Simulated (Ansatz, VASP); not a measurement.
One calculation of BN, two programs

```
N B
1.0
     2.49824    0.00000    0.00000
    -1.24912    2.16354    0.00000
     0.00000    0.00000    6.63570
N B
2 2
Direct
  0.66667 0.33333 0.25000
  0.33333 0.66667 0.75000
  0.66667 0.33333 0.75000
  0.33333 0.66667 0.25000
```

Alike in both runs: task relaxation of cell and atoms; functional PBEsol; dispersion D4; k mesh 12 × 12 × 4; occupations fermi-dirac, width 0.05 eV; no spin polarisation.

|  | VASP | Ansatz |
| --- | --- | --- |
| version | VASP 6.6.1 | Ansatz 0.2.0 |
| potentials or method | VASP PAW PBE potentials, release 64 (N, B) | Ansatz PAW |
| plane-wave cutoff (eV) | 600 | 420 |
| valence electrons in the cell | 16 | 16 |

|  | VASP | Ansatz | Ansatz less VASP |
| --- | --- | --- | --- |
| relaxed volume (Å³/atom) | 8.70 | 8.78 | +0.080 |
| relaxed cell length with the largest relative difference (Å) | 6.416 | 6.480 | +0.0638 |

VASP's potentials were made for PBE, not for PBEsol.

Noted on Ansatz's run: the plane-wave basis is chosen anew once the cell has moved, so the energies of steps on either side of that aren't comparable.
